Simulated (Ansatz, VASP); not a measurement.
**One calculation of Si3WC2, two programs**

```
Si W C
1.0
     6.24535    0.00000    0.00000
    -3.12267    5.40863    0.00000
     0.00000    0.00000    2.54726
Si W C
3 1 2
Direct
  0.50000 0.00000 0.00000
  0.00000 0.50000 0.00000
  0.50000 0.50000 0.00000
  0.00000 0.00000 0.00000
  0.33333 0.66667 0.00000
  0.66667 0.33333 0.00000
```

Alike in both runs: task relaxation of cell and atoms; functional PBE; k mesh 3 × 3 × 6; occupations gaussian, width 0.1 eV; no spin polarisation.

|  | VASP | Ansatz |
| --- | --- | --- |
| version | VASP 6.6.1 | Ansatz 0.2.0 |
| potentials or method | VASP PAW PBE potentials, release 64 (Si, W_sv, C), cutoff 600 eV | scalar-relativistic, plane waves, PAW |
| valence electrons in the cell | 34 | 34 |

|  | VASP | Ansatz | Ansatz less VASP |
| --- | --- | --- | --- |
| gap on the k mesh at the Fermi level, each at its own relaxed structure (eV) | none | none | - |
| relaxed volume (Å³/atom) | 14.26 | 14.27 | +0.009 |
| relaxed length of the cell vector where the two differ most in proportion (Å) | 2.538 | 2.536 | -0.0017 |

A gap of «none» marks a metal or a gap that the smearing closes.

The k mesh is coarse, so the values compare programs but aren't converged. Spin-orbit coupling is off throughout.
